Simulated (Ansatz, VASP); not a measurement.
## HC12: VASP beside Ansatz

```
C H
1.0
     4.88927    0.00000    0.00000
    -2.44463    6.77393    0.00000
     0.00000    0.00000   22.76841
C H
24 2
Direct
  0.40208 0.30416 0.17568
  0.40208 0.80416 0.17568
  0.90208 0.30416 0.17568
  0.90208 0.80416 0.17568
  0.16304 0.32608 0.20598
  0.16304 0.82608 0.20598
  0.66304 0.32608 0.20598
  0.66304 0.82608 0.20598
  0.18464 0.36928 0.26663
  0.18464 0.86928 0.26663
  0.68464 0.36928 0.26663
  0.68464 0.86928 0.26663
  0.44616 0.39233 0.29605
  0.44616 0.89233 0.29605
  0.94616 0.39233 0.29605
  0.94616 0.89233 0.29605
  0.47156 0.44313 0.35911
  0.47156 0.94313 0.35911
  0.97156 0.44313 0.35911
  0.97156 0.94313 0.35911
  0.23270 0.46540 0.38511
  0.23270 0.96540 0.38511
  0.73270 0.46540 0.38511
  0.73270 0.96540 0.38511
  0.23270 0.90160 0.43299
  0.23270 0.02921 0.43299
```

Alike in both runs: task single point; functional LDA; k mesh 6 × 4 × 1; occupations gaussian, width 0.05 eV; no spin polarisation.

|  | VASP | Ansatz |
| --- | --- | --- |
| version | VASP 6.6.1 | Ansatz 0.2.0 |
| potentials or method | VASP PAW LDA potentials, release 64 (C, H), cutoff 520 eV | scalar-relativistic, plane waves, PAW |
| valence electrons in the cell | 98 | 98 |

VASP gave:

```
gap on the k mesh at the Fermi level (eV) : none
rms of the force components (eV/Å)        : 1.283
```

Task: Estimate Ansatz's values.

Result: gap on the k mesh at the Fermi level (eV): none; rms of the force components (eV/Å): 1.289.

Ansatz warns that its potentials were made for another functional, while VASP's fit it. LDA's correlation is that of Perdew and Zunger in VASP and of Perdew and Wang (1992) in Ansatz. Atom by atom the forces differ by 0.025 eV/Å (rms over components). A gap of «none» marks a metal or a gap that the smearing closes.
